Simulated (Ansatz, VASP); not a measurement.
## One calculation of InSe2, two programs

The input INCAR:

```
ALGO = Normal
EDIFF = 1E-7
EDIFFG = -0.01
ENCUT = 500
GGA = PS
GGA_COMPAT = F
IBRION = 2
ISIF = 3
ISMEAR = 0
LASPH = T
LCHARG = F
LREAL = F
LWAVE = F
NELM = 120
NELMIN = 4
NSW = 80
PREC = Accurate
SIGMA = 0.1
```

The input KPOINTS:

```
k-points
0
Gamma
  10 10 4
```

File POSCAR:

```
InSe2
1.0
    3.8948930000      0.0000000000      0.0000000000
    0.0000000000      3.8948930000      0.0000000000
    0.0000000000      0.0000000000      9.6262310000
In Se
2 4
Direct
    0.0000000000      0.5000000000      0.7064680000
    0.5000000000      0.0000000000      0.2935320000
    0.0000000000      0.5000000000      0.3662120000
    0.5000000000      0.0000000000      0.6337880000
    0.0000000000      0.0000000000      0.0000000000
    0.5000000000      0.5000000000      0.0000000000
```

Input for Ansatz:

```yaml
crystal:
  lattice:
    - [3.894893, 0.0, 0.0]
    - [0.0, 3.894893, 0.0]
    - [0.0, 0.0, 9.626231]
  atoms:
    - { symbol: In, position: [0.0, 0.5, 0.706468] }
    - { symbol: In, position: [0.5, 0.0, 0.293532] }
    - { symbol: Se, position: [0.0, 0.5, 0.366212] }
    - { symbol: Se, position: [0.5, 0.0, 0.633788] }
    - { symbol: Se, position: [0.0, 0.0, 0.0] }
    - { symbol: Se, position: [0.5, 0.5, 0.0] }
basis:
  ecutwfc: 420
kpoints:
  mp_grid: { grid: [10, 10, 4] }
hamiltonian:
  xc: pbesol
scf:
  occupations: { method: gaussian, width: 0.1 }
output:
  forces: true
  stress: true
  eigenvalues: true
relax:
  adjacent_minimum: "off"
  f_tol: 0.01
  max_steps: 60
  cell: { stress_tol: 0.05 }
```

Alike in both runs: task relaxation of cell and atoms; functional PBEsol; k mesh 10 × 10 × 4; occupations gaussian, width 0.1 eV; no spin polarisation.

```csv
,VASP,Ansatz
version,VASP 6.6.1,Ansatz 0.2.0
potentials or method,"VASP PAW PBE potentials, release 64 (In_d, Se), cutoff 500 eV","scalar-relativistic, plane waves, PAW"
valence electrons in the cell,50,90
```

|  | VASP | Ansatz | Ansatz less VASP |
| --- | --- | --- | --- |
| gap on the k mesh at the Fermi level, each at its own relaxed structure (eV) | none | none | - |
| relaxed volume (Å³/atom) | 22.90 | 22.87 | -0.029 |
| relaxed length of the cell vector where the two differ most in proportion (Å) | 9.349 | 9.341 | -0.0083 |

VASP's potentials were made for PBE, not for PBEsol. A gap of «none» marks a metal or a gap that the smearing closes. VASP's potentials hold 50 valence electrons a cell and Ansatz's 90, so a difference there can come from the potentials and not from the codes.
